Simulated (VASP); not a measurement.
Set up this calculation in VASP 6.6.1, as the native input.

```
Task                   : single point
Functional             : PBE
Potentials or basis    : VASP PAW PBE potentials, release 64 (Cd, Te)
Cutoff                 : 520 eV
k mesh                 : 6 × 6 × 6
Occupations            : gaussian, width 0.02 eV
Spin                   : no spin polarisation
Dipole correction      : no
Further INCAR settings : ALGO = Normal; EDIFF = 1e-06; NBANDS = 16
```

The structure of CdTe lies in POSCAR:

```
CdTe
1.0
    0.0000000000      3.3100202335      3.3100202335
    3.3100202335      0.0000000000      3.3100202335
    3.3100202335      3.3100202335      0.0000000000
Cd Te
1 1
Direct
    0.0000000000      0.0000000000      0.0000000000
    0.2500000000      0.2500000000      0.2500000000
```

The input as run:

INCAR

```
ALGO = Normal
EDIFF = 1E-6
ENCUT = 520
GGA = PE
ISIF = 2
ISMEAR = 0
LASPH = T
LCHARG = F
LREAL = F
LWAVE = F
NBANDS = 16
NELM = 100
PREC = Accurate
SIGMA = 0.02
```

KPOINTS

```
k-points
0
Gamma
  6 6 6
```

Potentials or basis: VASP PAW PBE potentials, release 64 (Cd, Te).

Launch:

```console
$ cat potpaw_PBE.64/Cd/POTCAR potpaw_PBE.64/Te/POTCAR > POTCAR
$ mpirun -np 1 vasp_std > vasp.out
```

Results of the run:

* Pressure: 0.1 GPa
* Band gap on the k mesh: 0.58 eV, direct

Caveat: spin-orbit coupling is left out, which moves the levels of the heavy elements.

Wall time 51 s on 1 thread of AMD EPYC 7R13, with other jobs on the host, peak memory 0.18 GiB.
